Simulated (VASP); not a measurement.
## SrO: single point with PBE

SrO:

```
CELL_PARAMETERS angstrom
0.00931 2.80159 2.80159
2.80159 0.00931 2.80159
2.80159 2.80159 0.00931
ATOMIC_POSITIONS crystal
Sr 0.00029 0.00029 0.00029
O 0.24971 0.24971 0.24971
```

This cell differs from its parent crystal: strain along [111] +0.5%.

```json
{
 "Program": "VASP 6.6.1",
 "Task": "single point",
 "Functional": "PBE",
 "Potentials or basis": "VASP PAW PBE potentials, release 64 (Sr_sv, O)",
 "Cutoff": "520 eV",
 "k mesh": "8 × 8 × 8",
 "Occupations": "fermi-dirac, width 0.02 eV",
 "Spin": "no spin polarisation",
 "Dipole correction": "no",
 "Further INCAR settings": "ALGO = Normal; EDIFF = 1e-06; NBANDS = 15"
}
```

The pressure is 1.1 GPa. The band gap on the k mesh is 2.51 eV, indirect (least direct gap 3.34 eV).

Stress tensor (GPa, compression positive):
```
 1.10 -0.09 -0.09
-0.09  1.10 -0.09
-0.09 -0.09  1.10
```

Levels at points of the mesh, in eV from the valence-band top:
| k point | band 5 | band 6 | band 7 | band 8 | band 9 | band 10 | band 11 | band 12 |
| --- | --- | --- | --- | --- | --- | --- | --- | --- |
| (0.00, 0.00, 0.00) | -14.12 | -0.85 | -0.83 | -0.83 | 2.51 | 8.03 | 8.03 | 9.34 |
| (0.50, 0.00, 0.00) | -13.08 | -0.71 | -0.53 | -0.53 | 5.27 | 7.12 | 7.56 | 7.63 |
| (0.50, 0.50, 0.00) | -12.76 | -1.41 | -0.01 | -0.01 | 4.56 | 5.73 | 9.60 | 9.91 |
| (0.50, 0.50, 0.50) | -13.07 | -0.73 | -0.52 | -0.52 | 5.26 | 7.12 | 7.59 | 7.59 |

It took 59 s on 1 thread of Intel(R) Xeon(R) Platinum 8259CL CPU @ 2.50GHz (Skylake/Cascade Lake), on a shared host, peak memory 0.19 GiB.

Caveat: the cell differs from its parent crystal (strain along [111] +0.5%). A k mesh can miss the band edges.
